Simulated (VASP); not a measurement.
Here is a VASP 6.6.1 calculation.

The input INCAR:

```
SYSTEM = Mg5CdS6
  PREC = Accurate
  ENCUT = 520
  EDIFF = 1E-6
  ISMEAR = 0
  SIGMA = 0.1
  LREAL = .FALSE.
  LASPH = .TRUE.
  NELM = 60
  ALGO = Normal
  ISIF = 2
  LWAVE = .FALSE.
  LCHARG = .FALSE.
  GGA = PE
  NBANDS = 41
```

The input KPOINTS:

```
Automatic mesh
0
G
  4 4 1
  0 0 0
```

File POSCAR:

```
Mg5CdS6
1.0
    3.7434166415     -0.0001869948      0.0005914872
   -0.0001921197      3.7425205555      0.0000239857
    0.0014306782     -0.0004148282     15.7957048846
Mg Cd S
5 1 6
Direct
   -0.0002033849      0.0000318795      0.6634273990
    0.4998705775      0.4999392990      0.5000474452
    0.0001357026      0.0002522737      0.3366170175
    0.5003270635      0.4997419864      0.1707140491
    0.4999667397      0.5002536714      0.8292631573
   -0.0000637866     -0.0000922629     -0.0000133966
   -0.0001891932     -0.0001276337      0.5000094617
    0.5000381433      0.5002619529      0.3357543628
    0.0002578659     -0.0001234104      0.1727119725
    0.4999605380      0.4999510851     -0.0000409604
    0.0000087271      0.0001573452      0.8272545882
    0.4998910068      0.4997538139      0.6642549037
```

Potentials or basis: VASP PAW PBE potentials, release 64 (Mg, Cd, S).

Command:

```sh
$ cat potpaw_PBE.64/Mg/POTCAR potpaw_PBE.64/Cd/POTCAR potpaw_PBE.64/S/POTCAR > POTCAR
$ mpirun -np 1 vasp_std > vasp.out
```

Estimate the band gap on the k mesh.

1.20 eV (least direct gap 1.91 eV).

Estimate the largest force.

0.023 eV/Å.

What does it give for the pressure?

0.0 GPa.

Forces on the atoms (eV/Å):
```
Mg   0.001 -0.002  0.007
Mg   0.000  0.000 -0.003
Mg  -0.001 -0.001 -0.010
Mg  -0.001  0.001  0.001
Mg   0.000 -0.001  0.000
Cd   0.000  0.001  0.001
S    0.002  0.001  0.001
S    0.001 -0.002  0.012
S   -0.001  0.000  0.023
S    0.000  0.000  0.001
S   -0.001 -0.001 -0.022
S    0.000  0.004 -0.011
```

A k mesh can miss the band edges.
